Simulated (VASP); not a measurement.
# SnGe5 (P-62m) in VASP: a series of runs

Runs on SnGe5. Level: PBE. Tasks: single point, relaxation of cell and atoms.

All numbers are computed with VASP 6.6.1; they aren't measurements. Logs are shortened: lines on timing, memory, paths and dates and some standing lists are left out, and cuts for length are marked.

### Step 1. The cell of the first run

Symmetry: P-62m, No. 189, hexagonal system. Conventional cell: a = 6.202 Å, b = 6.202 Å, c = 4.213 Å, α = 90.00°, β = 90.00°, γ = 120.00°. Sn (site symmetry -62m) has 12 Ge at 2.78 to 3.58 Å within 3.7 Å. Ge (site symmetry m2m) has 2 Ge at 1.82 Å within 2.4 Å. Ge (site symmetry -6) has 3 Ge at 1.82 Å within 2.4 Å.

The cell was built from a structure type or drawn by symmetry, and may not be a known phase.

### Step 2. Single point, PBE

INCAR

```
ALGO     = Normal         # electronic algorithm
EDIFF    = 1E-6           # SCF threshold, eV
ENCUT    = 520            # plane-wave cutoff, eV
GGA      = PE             # functional
ISIF     = 2              # what is computed and relaxed
ISMEAR   = 0              # smearing method
LASPH    = True           # aspherical terms in the spheres
LCHARG   = True           # write CHGCAR
LELF     = True           # ELF
LREAL    = False          # projectors in reciprocal space
LVHAR    = True         
LWAVE    = False          # write WAVECAR
NBANDS   = 51             # bands
NELM     = 80             # most SCF steps
PREC     = Accurate       # precision mode
SIGMA    = 0.1            # smearing width, eV
```

KPOINTS

```
k-points
0
Gamma
  3 3 4
```

POSCAR

```
SnGe5
1.0
    6.2021464800      0.0000000000      0.0000000000
   -3.1010732400      5.3712164100      0.0000000000
    0.0000000000      0.0000000000      4.2129181900
Sn Ge
1 5
Direct
    0.0000000000      0.0000000000      0.0000000000
    0.5518106300      0.0000000000      0.0000000000
    0.0000000000      0.5518106300      0.0000000000
    0.4481893700      0.4481893700      0.0000000000
    0.3333333300      0.6666666700      0.0000000000
    0.6666666700      0.3333333300      0.0000000000
```

Potentials or basis: VASP PAW PBE potentials, release 64 (Sn_d, Ge_d).

On the command line:

```sh
$ cat potpaw_PBE.64/Sn_d/POTCAR potpaw_PBE.64/Ge_d/POTCAR > POTCAR
$ mpirun -np 1 vasp_std > vasp.out
```

OUTCAR:

```text
EDIFF = 1E-6
   ENCUT = 520
   GGA = PE
   ISIF = 2
   ISMEAR = 0
   LASPH = True
   LREAL = False
   NELM = 80
   PREC = Accurate

 ion  position               nearest neighbor table
   1  0.000  0.000  0.000-   2 2.78   3 2.78   4 2.78
   2  0.552  0.000  0.000-   6 1.82   5 1.82   1 2.78
   3  0.000  0.552  0.000-   5 1.82   6 1.82   1 2.78
   4  0.448  0.448  0.000-   6 1.82   5 1.82   1 2.78
   5  0.333  0.667  0.000-   3 1.82   2 1.82   4 1.82
   6  0.667  0.333  0.000-   2 1.82   3 1.82   4 1.82

  LATTYP: Found a hexagonal cell.
 ALAT       =     6.2021464800
 C/A-ratio  =     0.6792677670

  Lattice vectors:

 A1 = (   6.2021464800,   0.0000000000,   0.0000000000)
 A2 = (  -3.1010732400,   5.3712164100,   0.0000000000)
 A3 = (   0.0000000000,   0.0000000000,   4.2129181900)

Analysis of symmetry for initial positions (statically):
=====================================================================
 Subroutine PRICEL returns:
 Original cell was already a primitive cell.

 Routine SETGRP: Setting up the symmetry group for a
 hexagonal supercell.

 Subroutine GETGRP returns: Found 12 space group operations
 (whereof 12 operations were pure point group operations)
 out of a pool of 24 trial point group operations.

The static configuration has the point symmetry D_3h.

Analysis of symmetry for dynamics (positions and initial velocities):
=====================================================================
 Subroutine PRICEL returns:
 Original cell was already a primitive cell.

 Routine SETGRP: Setting up the symmetry group for a
 hexagonal supercell.

 Subroutine GETGRP returns: Found 12 space group operations
 (whereof 12 operations were pure point group operations)
 out of a pool of 24 trial point group operations.

The dynamic configuration has the point symmetry D_3h.

 Subroutine INISYM returns: Found 12 space group operations
 (whereof 12 operations are pure point group operations),
 and found     1 'primitive' translations

----------------------------------------------------------------------------------------

                                     Primitive cell

  volume of cell :     140.3452

  direct lattice vectors                    reciprocal lattice vectors
     6.202146480  0.000000000  0.000000000     0.161234502  0.093088783  0.000000000
    -3.101073240  5.371216410  0.000000000     0.000000000  0.186177566  0.000000000
     0.000000000  0.000000000  4.212918190     0.000000000  0.000000000  0.237365160

  length of vectors
     6.202146480  6.202146480  4.212918190     0.186177566  0.186177566  0.237365160

  position of ions in fractional coordinates (direct lattice)
     0.000000000  0.000000000  0.000000000
     0.551810630  0.000000000  0.000000000
     1.000000000  0.551810630  0.000000000
     0.448189370  0.448189370  0.000000000
     0.333333330  0.666666670  0.000000000
     0.666666670  0.333333330  0.000000000

  ion indices of the primitive-cell ions
   primitive index   ion index
                 1           1
                 2           2
                 3           3
                 4           4
                 5           5
                 6           6

----------------------------------------------------------------------------------------

 KPOINTS: k-points

Automatic generation of k-mesh.
 Grid dimensions read from file:
 generate k-points for:    3    3    4

 Generating k-lattice:

  Cartesian coordinates                     Fractional coordinates (reciprocal lattice)
     0.053744834  0.031029594  0.000000000     0.333333333  0.000000000  0.000000000
     0.000000000  0.062059189  0.000000000     0.000000000  0.333333333  0.000000000
     0.000000000  0.000000000  0.059341290     0.000000000  0.000000000  0.250000000

  Length of vectors
     0.062059189  0.062059189  0.059341290

  Shift w.r.t. Gamma in fractional coordinates (k-lattice)
     0.000000000  0.000000000  0.000000000

 Subroutine IBZKPT returns following result:
 ===========================================

 Found      9 irreducible k-points:

 Following reciprocal coordinates:
            Coordinates               Weight
  0.000000  0.000000  0.000000      1.000000
  0.333333  0.000000  0.000000      6.000000
  0.333333  0.333333  0.000000      2.000000
  0.000000  0.000000  0.250000      2.000000
  0.333333  0.000000  0.250000     12.000000
  0.333333  0.333333  0.250000      4.000000
  0.000000  0.000000  0.500000      1.000000
  0.333333  0.000000  0.500000      6.000000
  0.333333  0.333333  0.500000      2.000000
   k-points           NKPTS =      9   k-points in BZ     NKDIM =      9   number of bands    NBANDS=     51
   number of dos      NEDOS =    301   number of ions     NIONS =      6
   total plane-waves  NPLWV =  73728
   dimension x,y,z NGX =    48 NGY =   48 NGZ =   32
   dimension x,y,z NGXF=    96 NGYF=   96 NGZF=   64
   ions per type =               1   5
   NGX,Y,Z   is equivalent  to a cutoff of  12.87, 12.87, 12.63 a.u.
   NGXF,Y,Z  is equivalent  to a cutoff of  25.73, 25.73, 25.26 a.u.
 SYSTEM =  unknown system
   PREC   = accura    normal or accurate (medium, high low for compatibility)
   ISTART =      0    job   : 0-new  1-cont  2-samecut
   ICHARG =      2    charge: 1-file 2-atom 10-const
   ISPIN  =      1    spin polarized calculation?
   LNONCOLLINEAR =      F non collinear calculations
   LSORBIT =      F    spin-orbit coupling
   LASPH  =      T    aspherical Exc in radial PAW
   ENCUT  =  520.0 eV  38.22 Ry    6.18 a.u.  11.53 11.53  7.83*2*pi/ulx,y,z
   NELM   =     80;   NELMIN=  2; NELMDL= -5     # of ELM steps
   EDIFF  = 0.1E-05   stopping-criterion for ELM
   LREAL  =      F    real-space projection
   EDIFFG = 0.1E-04   stopping-criterion for IOM
   NSW    =      0    number of steps for IOM
   IBRION =     -1    ionic relax: 0-MD 1-quasi-New 2-CG
   NFREE  =      0    steps in history (QN), initial steepest desc. (CG)
   ISIF   =      2    stress and relaxation
   ISYM   =      2    0-nonsym 1-usesym 2-fastsym
   POTIM  = 0.5000    time-step for ionic-motion
   TEBEG  =    0.0;   TEEND  =   0.0 temperature during run
   PSTRESS=    0.0 pullay stress
   NELECT =      84.0000    total number of electrons
   NUPDOWN=      -1.0000    fix difference up-down
   EMIN   =  10.00;   EMAX   =-10.00  energy-range for DOS
   EFERMI =   0.00;   METHOD = LEGACY
   ISMEAR =     0;   SIGMA  =   0.10  broadening in eV -4-tet -1-fermi 0-gaus
   EFERMI_NEDOS =   21; number of points for ismear=-14 and -15
   IALGO  =     38    algorithm
   IMIX   =      4    mixing-type and parameters
     AMIX     =   0.40;   BMIX     =  1.00
     AMIX_MAG =   1.60;   BMIX_MAG =  1.00
  volume/ion in A,a.u.               =      23.39       157.85
  Fermi-wavevector in a.u.,A,eV,Ry     =   1.379649  2.607159 25.897766  1.903432
  Thomas-Fermi vector in A             =   2.504599
   LORBIT       =      0    0 simple, 1 ext, 2 COOP (PROOUT), +10 PAW based schemes
   GGA     = PE    functional components
   LHFCALC =     F    Hartree Fock is set to
   AEXX    =    0.0000 exact exchange contribution
   IVDW    =     0    specifies the selected vdW correction
   LEPSILON=     F    determine dielectric tensor
   LRPA    =     F    only Hartree local field effects (RPA)
 non-spin polarized calculation
 Gauss-broadening in eV      SIGMA  =   0.10
  energy-cutoff  :      520.00
  volume of cell :      140.35
 maximum number of plane-waves:      3807
 NGX is ok and might be reduce to    48
   NGX = 23   NGY = 23   NGZ = 15

 number of electron      83.9999994 magnetization

 Free energy of the ion-electron system (eV)
  ---------------------------------------------------
  ext. energy  EPLUGINS =         0.00000000
  ---------------------------------------------------
  free energy    TOTEN  =        -1.81372638 eV

  energy without entropy =       -1.80911254  energy(sigma->0) =       -1.81141946

 E-fermi :   5.3233     XC(G=0):  -9.5968

 val. band max:        5.2246979724   @ k =   0.0000   0.0000   0.2500
 cond. band min:       5.3856302022   @ k =   0.0000   0.0000   0.0000
 fundamental gap:      0.1609322299
 Fermi energy:         5.3233124542

 k-point     1 :       0.0000    0.0000    0.0000
  band No.  band energies     occupation
      1     -22.1408      2.00000
      2     -22.1408      2.00000
      3     -21.7755      2.00000
      4     -21.1439      2.00000
      5     -21.1439      2.00000
      6     -21.0988      2.00000
[... 43 lines left out ...]
     50      11.6892      0.00000
     51      11.7863      0.00000

 k-point     2 :       0.3333    0.0000    0.0000
  band No.  band energies     occupation
      1     -22.0803      2.00000
      2     -22.0487      2.00000
      3     -21.8593      2.00000
      4     -21.3142      2.00000
      5     -21.2049      2.00000
      6     -21.1401      2.00000
[... 43 lines left out ...]
     50      10.6391      0.00000
     51      11.4918      0.00000

 k-point     3 :       0.3333    0.3333    0.0000
  band No.  band energies     occupation
      1     -22.0126      2.00000
      2     -21.9614      2.00000
      3     -21.9614      2.00000
      4     -21.4815      2.00000
      5     -21.1362      2.00000
      6     -21.0617      2.00000
[... 43 lines left out ...]
     50      10.0936      0.00000
     51      10.1199      0.00000

 k-point     4 :       0.0000    0.0000    0.2500
  band No.  band energies     occupation
      1     -22.1407      2.00000
      2     -22.1407      2.00000
      3     -21.7754      2.00000
      4     -21.1444      2.00000
      5     -21.1444      2.00000
      6     -21.0987      2.00000
[... 43 lines left out ...]
     50      10.4362      0.00000
     51      10.4362      0.00000

 k-point     5 :       0.3333    0.0000    0.2500
  band No.  band energies     occupation
      1     -22.0803      2.00000
      2     -22.0487      2.00000
      3     -21.8592      2.00000
      4     -21.3142      2.00000
      5     -21.2047      2.00000
      6     -21.1406      2.00000
[... 43 lines left out ...]
     50      10.9443      0.00000
     51      11.4132      0.00000

 k-point     6 :       0.3333    0.3333    0.2500
  band No.  band energies     occupation
      1     -22.0126      2.00000
      2     -21.9613      2.00000
      3     -21.9613      2.00000
      4     -21.4815      2.00000
      5     -21.1367      2.00000
      6     -21.0614      2.00000
[... 43 lines left out ...]
     50      11.2566      0.00000
     51      12.8256      0.00000

 k-point     7 :       0.0000    0.0000    0.5000
  band No.  band energies     occupation
      1     -22.1407      2.00000
      2     -22.1407      2.00000
      3     -21.7752      2.00000
      4     -21.1449      2.00000
      5     -21.1449      2.00000
      6     -21.0987      2.00000
[... 43 lines left out ...]
     50      10.5473      0.00000
     51      12.9000      0.00000

 k-point     8 :       0.3333    0.0000    0.5000
  band No.  band energies     occupation
      1     -22.0803      2.00000
      2     -22.0487      2.00000
      3     -21.8591      2.00000
      4     -21.3141      2.00000
      5     -21.2045      2.00000
      6     -21.1410      2.00000
[... 43 lines left out ...]
     50      10.8970      0.00000
     51      11.1246      0.00000

 k-point     9 :       0.3333    0.3333    0.5000
  band No.  band energies     occupation
      1     -22.0126      2.00000
      2     -21.9613      2.00000
      3     -21.9613      2.00000
      4     -21.4815      2.00000
      5     -21.1371      2.00000
      6     -21.0611      2.00000
[... 43 lines left out ...]
     50      12.3136      0.00000
     51      13.2801      0.00000

------------------------ aborting loop because EDIFF is reached ----------------------------------------

  FORCE on cell =-STRESS in cart. coord.  units (eV):
  Direction    XX          YY          ZZ          XY          YZ          ZX
  --------------------------------------------------------------------------------------
  -------------------------------------------------------------------------------------
  Total      103.7262508    103.7262508     -2.7160665      0.0000000      0.0000000      0.0000000
  in kB     1184.1359533   1184.1359535    -31.0065391      0.0000000      0.0000000      0.0000000
  external PRESSURE =     779.0884559 kB  Pullay stress =       0.0000000 kB

 VOLUME and BASIS-vectors are now :
 -----------------------------------------------------------------------------
  energy-cutoff  :      520.00
  volume of cell :      140.35
      direct lattice vectors                 reciprocal lattice vectors
     6.202146480  0.000000000  0.000000000     0.161234502  0.093088783  0.000000000
    -3.101073240  5.371216410  0.000000000     0.000000000  0.186177566  0.000000000
     0.000000000  0.000000000  4.212918190     0.000000000  0.000000000  0.237365160

 POSITION                                       TOTAL-FORCE (eV/Angst)
 -----------------------------------------------------------------------------------
      0.00000      0.00000      0.00000        -0.000000     -0.000000      0.000000
      3.42241      0.00000      0.00000         7.481044      0.000000      0.000000
     -1.71121      2.96389      0.00000        -3.740522      6.478774      0.000000
      1.38987      2.40732      0.00000        -3.740522     -6.478774      0.000000
     -0.00000      3.58081      0.00000        -0.000000      0.000000      0.000000
      3.10107      1.79041      0.00000        -0.000000      0.000000      0.000000
 -----------------------------------------------------------------------------------
    total drift:                                0.000000      0.000000     -0.000000

  FREE ENERGIE OF THE ION-ELECTRON SYSTEM (eV)
  ---------------------------------------------------
  free  energy   TOTEN  =        -1.8137263793 eV

  energy  without entropy=       -1.8091125397  energy(sigma->0) =       -1.81141946
```

Wall time 79 s (1 thread of Intel Xeon Platinum 8259CL at 2.50GHz (Skylake/Cascade Lake), shared host); peak memory 0.27 GiB.

What came out:

| Quantity | Value |
| --- | --- |
| Free energy | -1.8137 eV |
| Pressure | 77.9 GPa |
| Largest force | 7.481 eV/Å |
| Band gap on the k mesh | zero (bands 42 and 43 overlap by 1.57 eV) |

Forces in eV/Å, atoms in the order of the input:
```
Sn   0.000  0.000  0.000
Ge   7.481  0.000  0.000
Ge  -3.741  6.479  0.000
Ge  -3.741 -6.479  0.000
Ge   0.000  0.000  0.000
Ge   0.000  0.000  0.000
```

Stress tensor (GPa, compression positive):
```
118.41   0.00   0.00
  0.00 118.41   0.00
  0.00   0.00  -3.10
```

Caveat: the k points lie up to 0.39 Å⁻¹ apart, too coarse for converged energies and pressures of a metal; spin-orbit coupling is left out, which moves the levels of the heavy elements; forces of over 1 eV/Å act on the atoms, so gaps and moduli don't describe the material at rest.

### Step 3. Single point, PBE

This run uses another cell than the first one, of 26.11 Å³/atom.

INCAR

```
ALGO     = Normal         # electronic algorithm
EDIFF    = 1E-7           # SCF threshold, eV
ENCUT    = 520            # plane-wave cutoff, eV
GGA      = PE             # functional
ISIF     = 2              # what is computed and relaxed
ISMEAR   = 0              # smearing method
LASPH    = True           # aspherical terms in the spheres
LCHARG   = False          # write CHGCAR
LREAL    = False          # projectors in reciprocal space
LWAVE    = False          # write WAVECAR
NBANDS   = 51             # bands
NELM     = 80             # most SCF steps
PREC     = Accurate       # precision mode
SIGMA    = 0.1            # smearing width, eV
```

KPOINTS is that of step 2.

POSCAR

```
SnGe5
1.0
    7.6909608899      0.0000000000      0.0000000000
   -3.8454804450      6.6605675102      0.0000000000
    0.0000000000      0.0000000000      3.0578620549
Sn Ge
1 5
Direct
    0.0000000000      0.0000000000      0.0000000000
    0.6418039882      0.0000000000      0.0000000000
    0.0000000000      0.6418039882      0.0000000000
    0.3581960118      0.3581960118      0.0000000000
    0.3333333333      0.6666666667      0.0000000000
    0.6666666667      0.3333333333      0.0000000000
```

Potentials or basis: VASP PAW PBE potentials, release 64 (Sn_d, Ge_d).

On the command line:

```sh
$ cat potpaw_PBE.64/Sn_d/POTCAR potpaw_PBE.64/Ge_d/POTCAR > POTCAR
$ mpirun -np 1 vasp_std > vasp.out
```

Run time: 85 s. Hardware: 1 thread of Intel Xeon Platinum 8259CL at 2.50GHz (Skylake/Cascade Lake), shared host; peak memory 0.29 GiB.

Results (log left out):

```yaml
Free_energy: -24.0207 eV
Pressure: -0.1 GPa
Largest_force: 0.026 eV/Å
Band_gap_on_the_k_mesh: zero (bands 42 and 43 overlap by 3.14 eV)
```

Forces in eV/Å, atoms in the order of the input:
```
Sn   0.000  0.000  0.000
Ge  -0.026  0.000  0.000
Ge   0.013 -0.023  0.000
Ge   0.013  0.023  0.000
Ge   0.000  0.000  0.000
Ge   0.000  0.000  0.000
```

Stress tensor (GPa, compression positive):
```
-0.19  0.00  0.00
 0.00 -0.19  0.00
 0.00  0.00  0.19
```

Levels at points of the mesh, in eV from the Fermi level:
```csv
k point,band 39,band 40,band 41,band 42,band 43,band 44,band 45,band 46
"(0.00, 0.00, 0.00)",-2.12,-2.12,2.03,2.03,2.48,2.92,2.92,3.29
"(0.00, 0.00, 0.50)",-2.58,-2.43,-2.43,-2.40,-0.99,-0.38,-0.38,1.55
```

Caveat: the k points lie up to 0.51 Å⁻¹ apart, too coarse for converged energies and pressures of a metal; spin-orbit coupling is left out, which moves the levels of the heavy elements.

### Step 4. Single point, PBE

This run uses another cell than the first one, of 25.60 Å³/atom.

INCAR

```
PREC     = Accurate       # precision mode
ENCUT    = 520            # plane-wave cutoff, eV
EDIFF    = 1E-6           # SCF threshold, eV
ISMEAR   = 0              # smearing method
SIGMA    = 0.1            # smearing width, eV
LREAL    = F              # projectors in reciprocal space
LASPH    = T              # aspherical terms in the spheres
NELM     = 80             # most SCF steps
ALGO     = Normal         # electronic algorithm
ISIF     = 2              # what is computed and relaxed
LWAVE    = F              # write WAVECAR
LCHARG   = F              # write CHGCAR
GGA      = PE             # functional
NBANDS   = 51             # bands
```

KPOINTS

```
Automatic mesh
0
Gamma
  3 3 6
```

POSCAR

```
SnGe5
1.0
    7.8828852187      0.0000000000      0.0000000000
   -3.9414426094      6.8267788545      0.0000000000
    0.0000000000      0.0000000000      2.8547099063
Sn Ge
1 5
Direct
    0.0000000000      0.0000000000      0.0000000000
    0.6485168754      0.0000000000      0.0000000000
    0.0000000000      0.6485168754      0.0000000000
    0.3514831246      0.3514831246      0.0000000000
    0.3333333333      0.6666666667      0.0000000000
    0.6666666667      0.3333333333      0.0000000000
```

On the command line:

```sh
$ cat potpaw_PBE.64/Sn_d/POTCAR potpaw_PBE.64/Ge_d/POTCAR > POTCAR
$ mpirun -np 1 vasp_std > vasp.out
```

It took 94 s on 1 thread of Intel Xeon Platinum 8259CL at 2.50GHz (Skylake/Cascade Lake), shared host; peak memory 0.31 GiB.

Results (log left out):

```
Free energy            : -24.8465 eV
Pressure               : 0.1 GPa
Band gap on the k mesh : zero (bands 42 and 43 overlap by 3.39 eV)
```

Stress tensor (GPa, compression positive):
```
 0.10  0.00  0.00
 0.00  0.10  0.00
 0.00  0.00 -0.02
```

Levels at points of the mesh, in eV from the Fermi level:
```tsv
k point	band 38	band 39	band 40	band 41	band 42	band 43	band 44	band 45	band 46	band 47
(0.00, 0.00, 0.00)	-4.50	-2.28	-2.28	1.76	1.76	2.09	2.32	2.32	2.51	5.02
(0.00, 0.00, 0.50)	-2.74	-2.68	-2.68	-1.87	-1.87	-0.75	0.15	0.15	0.71	3.55
```

Caveat: the k points lie up to 0.37 Å⁻¹ apart, too coarse for converged energies and pressures of a metal; spin-orbit coupling is left out, which moves the levels of the heavy elements.

[end of part 1 of 2]
